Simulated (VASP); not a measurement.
**Sc3B2P: single point with PBE**

Sc3B2P:

```
Sc B P
1.0
     6.38005    0.00000    0.00000
    -3.19003    5.52529    0.00000
     0.00000    0.00000    3.03309
Sc B P
3 2 1
Direct
  0.50000 0.00000 0.50000
  0.50000 0.50000 0.50000
  0.00000 0.50000 0.50000
  0.66667 0.33333 0.00000
  0.33333 0.66667 0.00000
  0.00000 0.00000 0.00000
```

The cell was generated, and may not be a known phase.

* Program: VASP 6.6.1
* Task: single point
* Functional: PBE
* Potentials or basis: VASP PAW PBE potentials, release 64 (Sc_sv, B, P)
* Cutoff: 520 eV
* k mesh: 6 × 6 × 12
* Occupations: gaussian, width 0.1 eV
* Spin: no spin polarisation
* Dipole correction: no
* Further INCAR settings: ALGO = Fast; EDIFF = 1e-06; NBANDS = 31

* Pressure: 0.2 GPa
* Band gap on the k mesh: zero (bands 22 and 23 overlap by 1.23 eV)

Stress tensor (GPa, compression positive):
```
0.16 0.00 0.00
0.00 0.16 0.00
0.00 0.00 0.24
```

Levels at points of the mesh, in eV from the Fermi level:
```csv
k point,band 19,band 20,band 21,band 22,band 23,band 24,band 25,band 26
"(0.00, 0.00, 0.00)",-2.95,-0.08,0.01,0.59,0.59,1.23,1.68,1.68
"(0.50, 0.00, 0.00)",-1.18,-0.98,-0.64,0.35,0.61,1.35,1.45,1.82
"(0.00, 0.00, 0.50)",-2.57,-0.77,0.07,0.07,0.35,0.35,0.90,0.90
"(0.50, 0.00, 0.50)",-2.04,-1.27,-1.04,-1.01,0.55,0.87,1.55,1.56
```

Run time: 6.2 min on 1 thread of Oxide Virtual Turin-like Processor (shared host), peak memory 0.28 GiB.
